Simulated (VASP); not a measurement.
# AlNi (Pm-3m) in VASP: further runs

Runs on AlNi. Level: PBE. Tasks: single point.

All numbers are computed with VASP 6.6.1; they aren't measurements. Logs are shortened: lines on timing, memory, paths and dates and some standing lists are left out, and cuts for length are marked.

## 1. The cell of the first run

The structure is cubic, space group Pm-3m (No. 221). Conventional cell: a = 2.651 Å, b = 2.651 Å, c = 2.651 Å, α = 90.00°, β = 90.00°, γ = 90.00°. Al (site symmetry m-3m) has 8 Ni at 2.30 Å and 6 Al at 2.65 Å within 3.0 Å. Ni (site symmetry m-3m) has 8 Al at 2.30 Å and 6 Ni at 2.65 Å within 3.0 Å.

## 2. Single point, PBE (strain -0.080 along x and y, -0.080 along z)

Input file INCAR:

```
PREC     = Accurate       # precision mode
ENCUT    = 520            # plane-wave cutoff, eV
EDIFF    = 1E-6           # SCF threshold, eV
ISMEAR   = 0              # smearing method
SIGMA    = 0.15           # smearing width, eV
LREAL    = F              # projectors in reciprocal space
LASPH    = T              # aspherical terms in the spheres
NELM     = 60             # most SCF steps
ALGO     = Normal         # electronic algorithm
ISIF     = 2              # what is computed and relaxed
LWAVE    = F              # write WAVECAR
LCHARG   = F              # write CHGCAR
GGA      = PE             # functional
NBANDS   = 14             # bands
```

Input file KPOINTS:

```
Automatic mesh
0
Gamma
  16 16 16
```

Input file POSCAR:

```
AlNi
1.0
    2.6505200000      0.0000000000      0.0000000000
    0.0000000000      2.6505200000      0.0000000000
    0.0000000000      0.0000000000      2.6505200000
Al Ni
1 1
Direct
    0.0000000000      0.0000000000      0.0000000000
    0.5000000000      0.5000000000      0.5000000000
```

Potentials or basis: VASP PAW PBE potentials, release 64 (Al, Ni).

Run with:

```console
> cat potpaw_PBE.64/Al/POTCAR potpaw_PBE.64/Ni/POTCAR > POTCAR
> mpirun -np 1 vasp_std > vasp.out
```

OUTCAR:

```text
PREC = Accurate
   ENCUT = 520
   EDIFF = 1E-6
   ISMEAR = 0
   LREAL = F
   LASPH = T
   NELM = 60
   ISIF = 2
   GGA = PE

 ion  position               nearest neighbor table
   1  0.000  0.000  0.000-   2 2.30   2 2.30   2 2.30   2 2.30   2 2.30   2 2.30   2 2.30   2 2.30

   2  0.500  0.500  0.500-   1 2.30   1 2.30   1 2.30   1 2.30   1 2.30   1 2.30   1 2.30   1 2.30

  LATTYP: Found a simple cubic cell.
 ALAT       =     2.6505200000

  Lattice vectors:

 A1 = (   2.6505200000,   0.0000000000,   0.0000000000)
 A2 = (   0.0000000000,   2.6505200000,   0.0000000000)
 A3 = (   0.0000000000,   0.0000000000,   2.6505200000)

Analysis of symmetry for initial positions (statically):
=====================================================================
 Subroutine PRICEL returns:
 Original cell was already a primitive cell.

 Routine SETGRP: Setting up the symmetry group for a
 simple cubic supercell.

 Subroutine GETGRP returns: Found 48 space group operations
 (whereof 48 operations were pure point group operations)
 out of a pool of 48 trial point group operations.

The static configuration has the point symmetry O_h .

Analysis of symmetry for dynamics (positions and initial velocities):
=====================================================================
 Subroutine PRICEL returns:
 Original cell was already a primitive cell.

 Routine SETGRP: Setting up the symmetry group for a
 simple cubic supercell.

 Subroutine GETGRP returns: Found 48 space group operations
 (whereof 48 operations were pure point group operations)
 out of a pool of 48 trial point group operations.

The dynamic configuration has the point symmetry O_h .

 Subroutine INISYM returns: Found 48 space group operations
 (whereof 48 operations are pure point group operations),
 and found     1 'primitive' translations

----------------------------------------------------------------------------------------

                                     Primitive cell

  volume of cell :      18.6206

  direct lattice vectors                    reciprocal lattice vectors
     2.650520000  0.000000000  0.000000000     0.377284457  0.000000000  0.000000000
     0.000000000  2.650520000  0.000000000     0.000000000  0.377284457  0.000000000
     0.000000000  0.000000000  2.650520000     0.000000000  0.000000000  0.377284457

  length of vectors
     2.650520000  2.650520000  2.650520000     0.377284457  0.377284457  0.377284457

  position of ions in fractional coordinates (direct lattice)
     0.000000000  0.000000000  0.000000000
     0.500000000  0.500000000  0.500000000

  ion indices of the primitive-cell ions
   primitive index   ion index
                 1           1
                 2           2

----------------------------------------------------------------------------------------

 KPOINTS: Automatic mesh

Automatic generation of k-mesh.
 Grid dimensions read from file:
 generate k-points for:   16   16   16

 Generating k-lattice:

  Cartesian coordinates                     Fractional coordinates (reciprocal lattice)
     0.023580279  0.000000000  0.000000000     0.062500000  0.000000000  0.000000000
     0.000000000  0.023580279  0.000000000     0.000000000  0.062500000  0.000000000
     0.000000000  0.000000000  0.023580279     0.000000000  0.000000000  0.062500000

  Length of vectors
     0.023580279  0.023580279  0.023580279

  Shift w.r.t. Gamma in fractional coordinates (k-lattice)
     0.000000000  0.000000000  0.000000000

 Subroutine IBZKPT returns following result:
 ===========================================

 Found    165 irreducible k-points:

 Following reciprocal coordinates:
            Coordinates               Weight
  0.000000  0.000000  0.000000      1.000000
  0.062500  0.000000  0.000000      6.000000
  0.125000  0.000000  0.000000      6.000000
  0.187500  0.000000  0.000000      6.000000
  0.250000  0.000000  0.000000      6.000000
  0.312500  0.000000  0.000000      6.000000
[... 16 lines left out ...]
  0.437500  0.125000  0.000000     24.000000
  0.500000  0.125000  0.000000     12.000000
 [... further k-points ...]
   k-points           NKPTS =    165   k-points in BZ     NKDIM =    165   number of bands    NBANDS=     14
   number of dos      NEDOS =    301   number of ions     NIONS =      2
   total plane-waves  NPLWV =   8000
   dimension x,y,z NGX =    20 NGY =   20 NGZ =   20
   dimension x,y,z NGXF=    40 NGYF=   40 NGZF=   40
   ions per type =               1   1
   NGX,Y,Z   is equivalent  to a cutoff of  12.54, 12.54, 12.54 a.u.
   NGXF,Y,Z  is equivalent  to a cutoff of  25.09, 25.09, 25.09 a.u.
 SYSTEM =  unknown system
   PREC   = accura    normal or accurate (medium, high low for compatibility)
   ISTART =      0    job   : 0-new  1-cont  2-samecut
   ICHARG =      2    charge: 1-file 2-atom 10-const
   ISPIN  =      1    spin polarized calculation?
   LNONCOLLINEAR =      F non collinear calculations
   LSORBIT =      F    spin-orbit coupling
   LASPH  =      T    aspherical Exc in radial PAW
   ENCUT  =  520.0 eV  38.22 Ry    6.18 a.u.   4.93  4.93  4.93*2*pi/ulx,y,z
   NELM   =     60;   NELMIN=  2; NELMDL= -5     # of ELM steps
   EDIFF  = 0.1E-05   stopping-criterion for ELM
   LREAL  =      F    real-space projection
   EDIFFG = 0.1E-04   stopping-criterion for IOM
   NSW    =      0    number of steps for IOM
   IBRION =     -1    ionic relax: 0-MD 1-quasi-New 2-CG
   NFREE  =      0    steps in history (QN), initial steepest desc. (CG)
   ISIF   =      2    stress and relaxation
   ISYM   =      2    0-nonsym 1-usesym 2-fastsym
   POTIM  = 0.5000    time-step for ionic-motion
   TEBEG  =    0.0;   TEEND  =   0.0 temperature during run
   PSTRESS=    0.0 pullay stress
   NELECT =      13.0000    total number of electrons
   NUPDOWN=      -1.0000    fix difference up-down
   EMIN   =  10.00;   EMAX   =-10.00  energy-range for DOS
   EFERMI =   0.00;   METHOD = LEGACY
   ISMEAR =     0;   SIGMA  =   0.15  broadening in eV -4-tet -1-fermi 0-gaus
   EFERMI_NEDOS =   21; number of points for ismear=-14 and -15
   IALGO  =     38    algorithm
   IMIX   =      4    mixing-type and parameters
     AMIX     =   0.40;   BMIX     =  1.00
     AMIX_MAG =   1.60;   BMIX_MAG =  1.00
  volume/ion in A,a.u.               =       9.31        62.83
  Fermi-wavevector in a.u.,A,eV,Ry     =   1.452306  2.744461 28.697318  2.109193
  Thomas-Fermi vector in A             =   2.569703
   LORBIT       =      0    0 simple, 1 ext, 2 COOP (PROOUT), +10 PAW based schemes
   GGA     = PE    functional components
   LHFCALC =     F    Hartree Fock is set to
   AEXX    =    0.0000 exact exchange contribution
   IVDW    =     0    specifies the selected vdW correction
   LEPSILON=     F    determine dielectric tensor
   LRPA    =     F    only Hartree local field effects (RPA)
 non-spin polarized calculation
 Gauss-broadening in eV      SIGMA  =   0.15
  energy-cutoff  :      520.00
  volume of cell :       18.62
 maximum number of plane-waves:       520
 NGX is ok and might be reduce to    20
   NGX =  9   NGY =  9   NGZ =  9

 number of electron      12.9999976 magnetization

 Free energy of the ion-electron system (eV)
  ---------------------------------------------------
  ext. energy  EPLUGINS =         0.00000000
  ---------------------------------------------------
  free energy    TOTEN  =        -9.52473246 eV

  energy without entropy =       -9.51748923  energy(sigma->0) =       -9.52111085

 E-fermi :  13.7403     XC(G=0): -13.3108

 val. band max:       13.6913991040   @ k =   0.5000   0.4375   0.3125
 cond. band min:      13.7706493644   @ k =   0.3750   0.3125   0.1250
 fundamental gap:      0.0792502604
 Fermi energy:        13.7403360150

 k-point     1 :       0.0000    0.0000    0.0000
  band No.  band energies     occupation
      1       0.6455      2.00000
      2       9.0917      2.00000
      3       9.0917      2.00000
      4      11.6016      2.00000
      5      11.6016      2.00000
      6      11.6016      2.00000
      7      20.4410      0.00000
      8      20.4410      0.00000
      9      20.4410      0.00000
     10      22.7254      0.00000
     11      22.7254      0.00000
     12      32.5360      0.00000
     13      37.7882      0.00000
     14      37.7882      0.00000

 k-point     2 :       0.0625    0.0000    0.0000
  band No.  band energies     occupation
      1       0.7316      2.00000
      2       9.0928      2.00000
      3       9.1163      2.00000
      4      11.5582      2.00000
      5      11.5582      2.00000
      6      11.6066      2.00000
      7      19.4475      0.00000
      8      20.5535      0.00000
      9      20.5535      0.00000
     10      22.7107      0.00000
     11      23.6761      0.00000
     12      32.7782      0.00000
     13      36.7762      0.00000
     14      36.7762      0.00000

 k-point     3 :       0.1250    0.0000    0.0000
  band No.  band energies     occupation
      1       0.9884      2.00000
      2       9.0819      2.00000
      3       9.1872      2.00000
      4      11.4381      2.00000
      5      11.4381      2.00000
      6      11.6208      2.00000
      7      17.8500      0.00000
      8      20.8808      0.00000
      9      20.8808      0.00000
     10      22.6670      0.00000
     11      25.1394      0.00000
     12      33.5162      0.00000
     13      35.1545      0.00000
     14      35.1545      0.00000
[... 324 lines left out ...]
 k-point    23 :       0.4375    0.1250    0.0000
  band No.  band energies     occupation
      1       4.8335      2.00000
      2       6.8678      2.00000
      3       9.8412      2.00000
      4      10.5747      2.00000
      5      10.6881      2.00000
      6      11.5771      2.00000
      7      13.0585      2.00000
      8      21.1111      0.00000
      9      23.1185      0.00000
     10      25.0905      0.00000
     11      27.3247      0.00000
     12      28.1174      0.00000
     13      31.8152      0.00000
     14      32.7769      0.00000

 k-point    24 :       0.5000    0.1250    0.0000
  band No.  band energies     occupation
      1       5.7732      2.00000
      2       5.9265      2.00000
      3       9.8816      2.00000
      4      10.5484      2.00000
      5      10.6564      2.00000
      6      11.5824      2.00000
      7      12.9491      2.00000
      8      21.4336      0.00000
      9      22.8400      0.00000
     10      25.6201      0.00000
     11      27.2050      0.00000
     12      27.4953      0.00000
     13      31.8631      0.00000
     14      32.9752      0.00000

 [... further k-points ...]
[... 5 lines left out ...]
  --------------------------------------------------------------------------------------
  -------------------------------------------------------------------------------------
  Total        8.5527148      8.5527148      8.5527148      0.0000000     -0.0000000      0.0000000
  in kB      735.9042583    735.9042583    735.9042583      0.0000000     -0.0000000      0.0000000
  external PRESSURE =     735.9042583 kB  Pullay stress =       0.0000000 kB

 VOLUME and BASIS-vectors are now :
 -----------------------------------------------------------------------------
  energy-cutoff  :      520.00
  volume of cell :       18.62
      direct lattice vectors                 reciprocal lattice vectors
     2.650520000  0.000000000  0.000000000     0.377284457  0.000000000  0.000000000
     0.000000000  2.650520000  0.000000000     0.000000000  0.377284457  0.000000000
     0.000000000  0.000000000  2.650520000     0.000000000  0.000000000  0.377284457

 POSITION                                       TOTAL-FORCE (eV/Angst)
 -----------------------------------------------------------------------------------
      0.00000      0.00000      0.00000         0.000000      0.000000      0.000000
      1.32526      1.32526      1.32526         0.000000      0.000000      0.000000
 -----------------------------------------------------------------------------------
    total drift:                               -0.000000      0.000000     -0.000000

  FREE ENERGIE OF THE ION-ELECTRON SYSTEM (eV)
  ---------------------------------------------------
  free  energy   TOTEN  =        -9.5247324607 eV

  energy  without entropy=       -9.5174892320  energy(sigma->0) =       -9.52111085
```

It took 14 s on 1 thread of Intel Xeon 6975P-C (Granite Rapids), shared host; peak memory 0.15 GiB.

Results:

| Quantity | Value |
| --- | --- |
| Free energy | -9.5247 eV |
| Pressure | 73.6 GPa |

Caveat: the cell differs from its parent crystal (strain -0.080 along x and y, -0.080 along z). Spin polarisation is off, so any magnetic state and its effect on volume and gap are missing.

## 3. Single point, PBE (strain -0.040 along x and y, -0.040 along z)

Input file INCAR:

```
SYSTEM = AlNi
  PREC = Accurate
  ENCUT = 520
  EDIFF = 1E-6
  ISMEAR = 0
  SIGMA = 0.15
  LREAL = .False.
  LASPH = .True.
  NELM = 100
  ALGO = Fast
  ISIF = 2
  LWAVE = .False.
  LCHARG = .True.
  GGA = PE
  LELF = .True.
  LVHAR = .True.
  NBANDS = 14
```

Input file KPOINTS:

```
Automatic mesh
0
Gamma
  16 16 16
  0 0 0
```

Input file POSCAR:

```
AlNi
1.0
    2.7657600000      0.0000000000      0.0000000000
    0.0000000000      2.7657600000      0.0000000000
    0.0000000000      0.0000000000      2.7657600000
Al Ni
1 1
Direct
    0.0000000000      0.0000000000      0.0000000000
    0.5000000000      0.5000000000      0.5000000000
```

Potentials or basis: VASP PAW PBE potentials, release 64 (Al, Ni).

Run with:

```console
> cat potpaw_PBE.64/Al/POTCAR potpaw_PBE.64/Ni/POTCAR > POTCAR
> mpirun -np 1 vasp_std > vasp.out
```

Wall time 19 s (1 thread of Intel Xeon 6975P-C (Granite Rapids), shared host); peak memory 0.17 GiB.

The run converged. Its results:

```yaml
Free_energy: -10.3001 eV
Pressure: 28.9 GPa
```

Levels at points of the mesh, in eV from the Fermi level:
```
           k point  band 4  band 5  band 6  band 7  band 8  band 9  band 10  band 11
(0.00, 0.00, 0.00)   -1.81   -1.81   -1.81    6.05    6.05    6.05     8.54     8.54
(0.50, 0.00, 0.00)   -2.63   -2.63   -1.70   -0.71    8.40   10.64    10.64    12.16
(0.50, 0.50, 0.00)   -3.23   -2.46   -2.46   -1.18    1.72    3.09    13.70    16.14
(0.50, 0.50, 0.50)   -1.14   -1.14    1.90    1.90    1.90    4.84     5.01     5.01
```

Caveat: the cell differs from its parent crystal (strain -0.040 along x and y, -0.040 along z).

## 4. Single point, PBE (strain +0.040 along x and y, +0.040 along z)

Input file INCAR:

```
SYSTEM = AlNi
PREC = Accurate ; ENCUT = 520
EDIFF = 1E-7 ; ISMEAR = 0
SIGMA = 0.15 ; LREAL = .False.
LASPH = .True. ; NELM = 100
ALGO = Normal ; ISIF = 2
LWAVE = .False. ; LCHARG = .False.
GGA = PE ; NBANDS = 14
```

Input file KPOINTS:

```
regular mesh
0
Gamma
  16 16 16
  0 0 0
```

Input file POSCAR:

```
AlNi
1.0
    2.9962400000      0.0000000000      0.0000000000
    0.0000000000      2.9962400000      0.0000000000
    0.0000000000      0.0000000000      2.9962400000
Al Ni
1 1
Direct
    0.0000000000      0.0000000000      0.0000000000
    0.5000000000      0.5000000000      0.5000000000
```

Run with:

```console
> cat potpaw_PBE.64/Al/POTCAR potpaw_PBE.64/Ni/POTCAR > POTCAR
> mpirun -np 1 vasp_std > vasp.out
```

Run time: 17 s. Hardware: 1 thread of Intel Xeon 6975P-C (Granite Rapids), shared host; peak memory 0.18 GiB.

It converged, with:

* Free energy: -10.4221 eV
* Pressure: -13.2 GPa

Levels at points of the mesh, in eV from the Fermi level:
| k point | band 5 | band 6 | band 7 | band 8 | band 9 | band 10 |
| --- | --- | --- | --- | --- | --- | --- |
| (0.00, 0.00, 0.00) | -1.32 | -1.32 | 5.02 | 5.02 | 5.02 | 7.75 |
| (0.50, 0.00, 0.00) | -1.92 | -1.25 | -0.58 | 8.12 | 9.45 | 9.45 |
| (0.50, 0.50, 0.00) | -1.76 | -1.76 | -0.88 | 1.28 | 1.93 | 11.01 |
| (0.50, 0.50, 0.50) | -0.85 | 2.10 | 2.10 | 2.10 | 2.69 | 3.96 |

Caveat: the cell differs from its parent crystal (strain +0.040 along x and y, +0.040 along z). Spin polarisation is off, so any magnetic state and its effect on volume and gap are missing.

## 5. Summary

| cell | gap on the mesh (eV) | pressure (GPa) |
| --- | --- | --- |
| a = 2.651 Å, 2 atoms | none | 73.6 |
| a = 2.766 Å, 2 atoms | none | 28.9 |
| a = 2.996 Å, 2 atoms | none | -13.2 |

Alike in all rows: task single point; level PBE; potentials or basis VASP PAW PBE potentials, release 64 (Al, Ni); no spin polarisation; k mesh 16 × 16 × 16; cutoff (eV) 520; smearing gaussian 0.15 eV.

Total energies depend on the potentials used, so only differences within one code and one set of settings carry meaning.
